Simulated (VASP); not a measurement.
# Hf (Pm-3m) in VASP: further runs

Hf is run at these levels: r2SCAN; tasks: single point, relaxation of cell and atoms.

Everything below comes from runs of VASP 6.6.1. Logs are shortened: lines on timing, memory, paths and dates and some standing lists are left out, and cuts for length are marked.

## 1. The cell of the first run

Symmetry: Pm-3m, No. 221, cubic system. Conventional cell: a = 2.900 Å, b = 2.900 Å, c = 2.900 Å, α = 90.00°, β = 90.00°, γ = 90.00°. Within 3.8 Å of Hf (site symmetry m-3m) lie 6 Hf at 2.90 Å.

This isn't the form of Hf at room conditions, which is hcp.

## 2. Single point, r2SCAN

POSCAR reads:

```
Hf
1.0
    2.9000667314      0.0000000000      0.0000000000
    0.0000000000      2.9000667314      0.0000000000
    0.0000000000      0.0000000000      2.9000667314
Hf
1
Direct
    0.0000000000      0.0000000000      0.0000000000
```

INCAR.step1 reads:

```
  PREC = Accurate
  ENCUT = 550
  ISMEAR = -1
  SIGMA = 0.1
  LREAL = False
  LASPH = True
  NELM = 120
  NBANDS = 11
  GGA = PE
  ALGO = Normal
  EDIFF = 1E-5
  LWAVE = True
  LCHARG = False
  GGA_COMPAT = False
```

INCAR.step2 reads:

```
  PREC = Accurate
  ENCUT = 550
  EDIFF = 1E-6
  ISMEAR = -1
  SIGMA = 0.1
  LREAL = False
  LASPH = True
  NELM = 120
  ALGO = Normal
  ISIF = 2
  LWAVE = False
  LCHARG = True
  METAGGA = R2SCAN
  LMIXTAU = True
  LELF = True
  LVHAR = True
  NBANDS = 11
  ISTART = 1
  GGA_COMPAT = False
```

KPOINTS reads:

```
regular mesh
0
Gamma
  11 11 11
```

Potentials or basis: VASP PAW PBE potentials, release 64 (Hf_pv).

Run with:

```bash
> cat potpaw_PBE.64/Hf_pv/POTCAR > POTCAR
> cp INCAR.step1 INCAR
> mpirun -np 1 vasp_std > vasp.out
> cp INCAR.step2 INCAR
> mpirun -np 1 vasp_std > vasp.out
```

OUTCAR:

```text
PREC = Accurate
   ENCUT = 550
   EDIFF = 1E-6
   ISMEAR = -1
   LREAL = False
   LASPH = True
   NELM = 120
   ISIF = 2
   METAGGA = R2SCAN
   ISTART = 1

 ion  position               nearest neighbor table
   1  0.000  0.000  0.000-

  LATTYP: Found a simple cubic cell.
 ALAT       =     2.9000667314

  Lattice vectors:

 A1 = (   2.9000667314,   0.0000000000,   0.0000000000)
 A2 = (   0.0000000000,   2.9000667314,   0.0000000000)
 A3 = (   0.0000000000,   0.0000000000,   2.9000667314)

Analysis of symmetry for initial positions (statically):
=====================================================================
 Subroutine PRICEL returns:
 Original cell was already a primitive cell.

 Routine SETGRP: Setting up the symmetry group for a
 simple cubic supercell.

 Subroutine GETGRP returns: Found 48 space group operations
 (whereof 48 operations were pure point group operations)
 out of a pool of 48 trial point group operations.

The static configuration has the point symmetry O_h .

Analysis of symmetry for dynamics (positions and initial velocities):
=====================================================================
 Subroutine PRICEL returns:
 Original cell was already a primitive cell.

 Routine SETGRP: Setting up the symmetry group for a
 simple cubic supercell.

 Subroutine GETGRP returns: Found 48 space group operations
 (whereof 48 operations were pure point group operations)
 out of a pool of 48 trial point group operations.

The dynamic configuration has the point symmetry O_h .

 Subroutine INISYM returns: Found 48 space group operations
 (whereof 48 operations are pure point group operations),
 and found     1 'primitive' translations

----------------------------------------------------------------------------------------

                                     Primitive cell

  volume of cell :      24.3907

  direct lattice vectors                    reciprocal lattice vectors
     2.900066731  0.000000000  0.000000000     0.344819652  0.000000000  0.000000000
     0.000000000  2.900066731  0.000000000     0.000000000  0.344819652  0.000000000
     0.000000000  0.000000000  2.900066731     0.000000000  0.000000000  0.344819652

  length of vectors
     2.900066731  2.900066731  2.900066731     0.344819652  0.344819652  0.344819652

  position of ions in fractional coordinates (direct lattice)
     0.000000000  0.000000000  0.000000000

  ion indices of the primitive-cell ions
   primitive index   ion index
                 1           1

----------------------------------------------------------------------------------------

 KPOINTS: regular mesh

Automatic generation of k-mesh.
 Grid dimensions read from file:
 generate k-points for:   11   11   11

 Generating k-lattice:

  Cartesian coordinates                     Fractional coordinates (reciprocal lattice)
     0.031347241  0.000000000  0.000000000     0.090909091  0.000000000  0.000000000
     0.000000000  0.031347241  0.000000000     0.000000000  0.090909091  0.000000000
     0.000000000  0.000000000  0.031347241     0.000000000  0.000000000  0.090909091

  Length of vectors
     0.031347241  0.031347241  0.031347241

  Shift w.r.t. Gamma in fractional coordinates (k-lattice)
     0.000000000  0.000000000  0.000000000

 Subroutine IBZKPT returns following result:
 ===========================================

 Found     56 irreducible k-points:

 Following reciprocal coordinates:
            Coordinates               Weight
  0.000000  0.000000  0.000000      1.000000
  0.090909  0.000000  0.000000      6.000000
  0.181818  0.000000  0.000000      6.000000
  0.272727  0.000000  0.000000      6.000000
  0.363636  0.000000  0.000000      6.000000
  0.454545  0.000000  0.000000      6.000000
[... 16 lines left out ...]
  0.181818  0.090909  0.090909     24.000000
  0.272727  0.090909  0.090909     24.000000
 [... further k-points ...]
   k-points           NKPTS =     56   k-points in BZ     NKDIM =     56   number of bands    NBANDS=     11
   number of dos      NEDOS =    301   number of ions     NIONS =      1
   total plane-waves  NPLWV =  13824
   dimension x,y,z NGX =    24 NGY =   24 NGZ =   24
   dimension x,y,z NGXF=    48 NGYF=   48 NGZF=   48
   ions per type =               1
   NGX,Y,Z   is equivalent  to a cutoff of  13.76, 13.76, 13.76 a.u.
   NGXF,Y,Z  is equivalent  to a cutoff of  27.52, 27.52, 27.52 a.u.
 SYSTEM =  unknown system
   PREC   = accura    normal or accurate (medium, high low for compatibility)
   ISTART =      1    job   : 0-new  1-cont  2-samecut
   ICHARG =      0    charge: 1-file 2-atom 10-const
   ISPIN  =      1    spin polarized calculation?
   LNONCOLLINEAR =      F non collinear calculations
   LSORBIT =      F    spin-orbit coupling
   LASPH  =      T    aspherical Exc in radial PAW
   ENCUT  =  550.0 eV  40.42 Ry    6.36 a.u.   5.55  5.55  5.55*2*pi/ulx,y,z
   NELM   =    120;   NELMIN=  2; NELMDL=  0     # of ELM steps
   EDIFF  = 0.1E-05   stopping-criterion for ELM
   LREAL  =      F    real-space projection
   EDIFFG = 0.1E-04   stopping-criterion for IOM
   NSW    =      0    number of steps for IOM
   IBRION =     -1    ionic relax: 0-MD 1-quasi-New 2-CG
   NFREE  =      0    steps in history (QN), initial steepest desc. (CG)
   ISIF   =      2    stress and relaxation
   ISYM   =      2    0-nonsym 1-usesym 2-fastsym
   POTIM  = 0.5000    time-step for ionic-motion
   TEBEG  =    0.0;   TEEND  =   0.0 temperature during run
   PSTRESS=    0.0 pullay stress
   NELECT =      10.0000    total number of electrons
   NUPDOWN=      -1.0000    fix difference up-down
   EMIN   =  10.00;   EMAX   =-10.00  energy-range for DOS
   EFERMI =   0.00;   METHOD = LEGACY
   ISMEAR =    -1;   SIGMA  =   0.10  broadening in eV -4-tet -1-fermi 0-gaus
   EFERMI_NEDOS =   21; number of points for ismear=-14 and -15
   IALGO  =     38    algorithm
   IMIX   =      4    mixing-type and parameters
     AMIX     =   0.40;   BMIX     =  1.00
     AMIX_MAG =   1.60;   BMIX_MAG =  1.00
  volume/ion in A,a.u.               =      24.39       164.60
  Fermi-wavevector in a.u.,A,eV,Ry     =   1.216186  2.298259 20.124507  1.479110
  Thomas-Fermi vector in A             =   2.351549
   LORBIT       =      0    0 simple, 1 ext, 2 COOP (PROOUT), +10 PAW based schemes
   METAGGA = R2SCAN    functional components
   LHFCALC =     F    Hartree Fock is set to
   AEXX    =    0.0000 exact exchange contribution
   IVDW    =     0    specifies the selected vdW correction
   LEPSILON=     F    determine dielectric tensor
   LRPA    =     F    only Hartree local field effects (RPA)
 non-spin polarized calculation
  energy-cutoff  :      550.00
  volume of cell :       24.39
 maximum number of plane-waves:       739
 NGX is ok and might be reduce to    24
   NGX = 11   NGY = 11   NGZ = 11

 number of electron      10.0000003 magnetization

 Free energy of the ion-electron system (eV)
  ---------------------------------------------------
  ext. energy  EPLUGINS =         0.00000000
  ---------------------------------------------------
  free energy    TOTEN  =       -43.95394926 eV

  energy without entropy =      -43.90146085  energy(sigma->0) =      -43.92770505

 E-fermi :   3.8131     XC(G=0): -11.6709

 val. band max:        3.8037772091   @ k =   0.2727   0.0909   0.0909
 cond. band min:       3.8166413304   @ k =   0.4545   0.3636   0.2727
 fundamental gap:      0.0128641212
 Fermi energy:         3.8130874623

 k-point     1 :       0.0000    0.0000    0.0000
  band No.  band energies     occupation
      1     -27.2314      2.00000
      2     -27.2314      2.00000
      3     -27.2314      2.00000
      4      -3.0817      2.00000
      5       2.2602      2.00000
      6       2.2602      2.00000
      7      10.7964      0.00000
      8      10.7964      0.00000
      9      10.7964      0.00000
     10      15.7963      0.00000
     11      17.5790      0.00000

 k-point     2 :       0.0909    0.0000    0.0000
  band No.  band energies     occupation
      1     -27.3174      2.00000
      2     -27.2244      2.00000
      3     -27.2244      2.00000
      4      -2.8529      2.00000
      5       2.3275      2.00000
      6       2.4694      2.00000
      7      10.3511      0.00000
      8      10.3511      0.00000
      9      10.8247      0.00000
     10      15.7963      0.00000
     11      16.3877      0.00000

 k-point     3 :       0.1818    0.0000    0.0000
  band No.  band energies     occupation
      1     -27.5426      2.00000
      2     -27.2056      2.00000
      3     -27.2056      2.00000
      4      -2.2229      2.00000
      5       2.5148      2.00000
      6       3.0239      1.99925
      7       9.3916      0.00000
      8       9.3916      0.00000
      9      10.9018      0.00000
     10      14.5171      0.00000
     11      15.7965      0.00000

 k-point     4 :       0.2727    0.0000    0.0000
  band No.  band energies     occupation
      1     -27.8267      2.00000
      2     -27.1809      2.00000
      3     -27.1809      2.00000
      4      -1.3276      2.00000
      5       2.7770      1.99994
      6       3.6377      1.70478
      7       8.4167      0.00000
      8       8.4167      0.00000
      9      11.0050      0.00000
     10      13.2312      0.00000
     11      15.7964      0.00000
[... 239 lines left out ...]
 k-point    22 :       0.0909    0.0909    0.0909
  band No.  band energies     occupation
      1     -27.3128      2.00000
      2     -27.2976      2.00000
      3     -27.2976      2.00000
      4      -2.3970      2.00000
      5       2.6784      1.99998
      6       2.6784      1.99998
      7       9.6643      0.00000
      8      10.0320      0.00000
      9      10.0320      0.00000
     10      15.7964      0.00000
     11      16.9927      0.00000

 k-point    23 :       0.1818    0.0909    0.0909
  band No.  band energies     occupation
      1     -27.5267      2.00000
      2     -27.2873      2.00000
      3     -27.2782      2.00000
      4      -1.7725      2.00000
      5       2.8661      1.99985
      6       3.2431      1.99333
      7       8.7617      0.00000
      8       8.9992      0.00000
      9      10.0783      0.00000
     10      15.5739      0.00000
     11      15.7965      0.00000

 k-point    24 :       0.2727    0.0909    0.0909
  band No.  band energies     occupation
      1     -27.8083      2.00000
      2     -27.2614      2.00000
      3     -27.2525      2.00000
      4      -0.8878      2.00000
      5       3.1347      1.99774
      6       3.8038      1.04652
      7       7.9481      0.00000
      8       8.0049      0.00000
      9      10.2106      0.00000
     10      14.1527      0.00000
     11      15.7964      0.00000

 [... further k-points ...]

------------------------ aborting loop because EDIFF is reached ----------------------------------------

  FORCE on cell =-STRESS in cart. coord.  units (eV):
  Direction    XX          YY          ZZ          XY          YZ          ZX
  --------------------------------------------------------------------------------------
  -------------------------------------------------------------------------------------
  Total       -0.0573148     -0.0573148     -0.0573148     -0.0000000      0.0000000     -0.0000000
  in kB       -3.7649007     -3.7649007     -3.7649007     -0.0000000      0.0000000     -0.0000000
  external PRESSURE =      -3.7649007 kB  Pullay stress =       0.0000000 kB

 VOLUME and BASIS-vectors are now :
 -----------------------------------------------------------------------------
  energy-cutoff  :      550.00
  volume of cell :       24.39
      direct lattice vectors                 reciprocal lattice vectors
     2.900066731  0.000000000  0.000000000     0.344819652  0.000000000  0.000000000
     0.000000000  2.900066731  0.000000000     0.000000000  0.344819652  0.000000000
     0.000000000  0.000000000  2.900066731     0.000000000  0.000000000  0.344819652

 POSITION                                       TOTAL-FORCE (eV/Angst)
 -----------------------------------------------------------------------------------
      0.00000      0.00000      0.00000         0.000000      0.000000      0.000000
 -----------------------------------------------------------------------------------
    total drift:                                0.000000      0.000000      0.000000

  FREE ENERGIE OF THE ION-ELECTRON SYSTEM (eV)
  ---------------------------------------------------
  free  energy   TOTEN  =       -43.9539492555 eV

  energy  without entropy=      -43.9014608489  energy(sigma->0) =      -43.92770505
```

Wall time 43 s (1 thread of Intel Xeon 8259CL, shared host); peak memory 0.15 GiB.

What came out:

| Property | Result |
| --- | --- |
| Free energy | -43.9539 eV |
| Pressure | -0.4 GPa |
| Band gap on the k mesh | zero (bands 5 and 6 overlap by 2.52 eV) |

Levels at points of the mesh, in eV from the Fermi level:
```csv
k point,band 1,band 2,band 3,band 4,band 5,band 6,band 7,band 8,band 9,band 10
"(0.00, 0.00, 0.00)",-31.04,-31.04,-31.04,-6.89,-1.55,-1.55,6.98,6.98,6.98,11.98
```

Caveat: the PAW data sets were made with another functional, which shifts forces and pressure a little; spin-orbit coupling is left out, which moves the levels of the heavy elements.

## 3. Relaxation of cell and atoms, r2SCAN

This run uses another cell than the first one, of 24.17 Å³/atom.

POSCAR reads:

```
Hf
1.0
    2.8913220498      0.0000000000      0.0000000000
    0.0000000000      2.8913220498      0.0000000000
    0.0000000000      0.0000000000      2.8913220498
Hf
1
Direct
    0.0000000000      0.0000000000      0.0000000000
```

INCAR.step1 reads:

```
SYSTEM = Hf
PREC = Accurate ; ENCUT = 550
ISMEAR = -1 ; SIGMA = 0.1
LREAL = .FALSE. ; LASPH = .TRUE.
NELM = 120 ; GGA = PE
ALGO = Normal ; EDIFF = 1E-5
LWAVE = .TRUE. ; LCHARG = .FALSE.
GGA_COMPAT = .FALSE. ; IBRION = 2
ISIF = 3 ; EDIFFG = -0.005
NELMIN = 4 ; NSW = 100
```

INCAR.step2 reads:

```
SYSTEM = Hf
PREC = Accurate ; ENCUT = 550
EDIFF = 1E-7 ; ISMEAR = -1
SIGMA = 0.1 ; LREAL = .FALSE.
LASPH = .TRUE. ; NELM = 120
ALGO = Normal ; ISIF = 3
LWAVE = .FALSE. ; LCHARG = .FALSE.
METAGGA = R2SCAN ; LMIXTAU = .TRUE.
IBRION = 2 ; NSW = 80
EDIFFG = -0.01 ; ISTART = 1
GGA_COMPAT = .FALSE. ; NELMIN = 4
```

KPOINTS reads:

```
Automatic mesh
0
G
  11 11 11
  0 0 0
```

Potentials or basis: VASP PAW PBE potentials, release 64 (Hf_pv).

Run with:

```bash
> cat potpaw_PBE.64/Hf_pv/POTCAR > POTCAR
> cp INCAR.step1 INCAR
> mpirun -np 1 vasp_std > vasp.out
> cp INCAR.step2 INCAR
> mpirun -np 1 vasp_std > vasp.out
```

Run time: 95 s. Hardware: 1 thread of Intel Xeon 8259CL, shared host; peak memory 0.16 GiB.

It converged, with:

| Item | Value |
| --- | --- |
| Free energy | -43.9540 eV |
| Relaxed volume | 24.29 Å³/atom |
| Relaxed cell | a = 2.896 Å, b = 2.896 Å, c = 2.896 Å, α = 90.00°, β = 90.00°, γ = 90.00° |
| Space group after relaxing (to 0.1 Å) | Pm-3m (No. 221) |
| Energy gained by relaxing | 0.2 meV/atom |
| Ionic steps | 3 |
| Pressure after relaxing | 0.0 GPa |
| Band gap on the k mesh | zero (bands 5 and 6 overlap by 2.53 eV) |

Step by step:
| step | energy change (eV) | largest force (eV/Å) | pressure (GPa) | volume (Å³) |
| --- | --- | --- | --- | --- |
| 1 | 0.0000 | 0.0000 | 0.40 | 24.17 |
| 2 | -0.0001 | 0.0000 | -0.26 | 24.38 |
| 3 | -0.0002 | 0.0000 | 0.02 | 24.29 |

Final structure:
```
Hf
1.0
     2.89622    0.00000    0.00000
     0.00000    2.89622    0.00000
     0.00000    0.00000    2.89622
Hf
1
Direct
  0.00000 0.00000 0.00000
```

Levels at points of the mesh, in eV from the Fermi level:
```tsv
k point	band 3	band 4	band 5	band 6	band 7	band 8
(0.00, 0.00, 0.00)	-31.03	-6.90	-1.56	-1.56	7.01	7.01
```

Caveat: the PAW data sets were made with another functional, which shifts forces and pressure a little; spin-orbit coupling is left out, which moves the levels of the heavy elements.

## 4. Single point, r2SCAN, non-collinear spin, zero start, spin-orbit coupling

POSCAR reads:

```
Hf
1.0
    2.9000667314      0.0000000000      0.0000000000
    0.0000000000      2.9000667314      0.0000000000
    0.0000000000      0.0000000000      2.9000667314
Hf
1
Direct
    0.0000000000      0.0000000000      0.0000000000
```

INCAR.step1 reads:

```
SYSTEM = Hf
PREC = Accurate
ENCUT = 550
ISMEAR = -1
SIGMA = 0.1
LREAL = .False.
LASPH = .True.
NELM = 200
MAGMOM = 0 0 0
LSORBIT = .True.
GGA_COMPAT = .False.
LMAXMIX = 4
NBANDS = 21
GGA = PE
ALGO = Normal
EDIFF = 1E-5
LWAVE = .True.
LCHARG = .False.
```

INCAR.step2 reads:

```
SYSTEM = Hf
PREC = Accurate
ENCUT = 550
EDIFF = 1E-6
ISMEAR = -1
SIGMA = 0.1
LREAL = .False.
LASPH = .True.
NELM = 200
ALGO = Normal
ISIF = 2
LWAVE = .False.
LCHARG = .False.
MAGMOM = 0 0 0
LORBIT = 11
LSORBIT = .True.
GGA_COMPAT = .False.
LORBMOM = .True.
LMAXMIX = 4
METAGGA = R2SCAN
LMIXTAU = .True.
NBANDS = 21
ISTART = 1
```

KPOINTS reads:

```
Automatic mesh
0
Gamma
  11 11 11
  0 0 0
```

Run with:

```bash
> cat potpaw_PBE.64/Hf_pv/POTCAR > POTCAR
> cp INCAR.step1 INCAR
> mpirun -np 1 vasp_ncl > vasp.out
> cp INCAR.step2 INCAR
> mpirun -np 1 vasp_ncl > vasp.out
```

Run time: 3.7 min. Hardware: 1 thread of Intel Xeon 8259CL, shared host; peak memory 0.24 GiB.

The run converged. Its results:

```yaml
Free_energy: -44.6300 eV
Pressure: -0.7 GPa
Net_moment: 0.00 μB per cell
Valence_electrons_inside_the_program's_atomic_spheres: Hf 8.44
```

Moments on the atoms (μB; x, y, z):
```
Hf  0.00 0.00 0.00
```

Caveat: the PAW data sets were made with another functional, which shifts forces and pressure a little.

## 5. Summary

| task | spin | cell | gap on the mesh (eV) | pressure (GPa) |
| --- | --- | --- | --- | --- |
| single point | off | a = 2.900 Å, 1 atom | none | -0.4 |
| relaxation of cell and atoms | off | relaxed from a = 2.891 Å, 1 atom | none | 0.0 |
| single point | non-collinear, zero start, SOC | a = 2.900 Å, 1 atom | - | -0.7 |

Alike in all rows: level r2SCAN; potentials or basis VASP PAW PBE potentials, release 64 (Hf_pv); k mesh 11 × 11 × 11; cutoff (eV) 550; smearing fermi-dirac 0.1 eV.

Caveats: the PAW data sets were made with another functional, which shifts forces and pressure a little; spin-orbit coupling is left out, which moves the levels of the heavy elements (at least some runs).

Total energies depend on the potentials used, so only differences within one code and one set of settings carry meaning.

The gap in the log of VASP goes by the Fermi energy; the results here count the filled bands.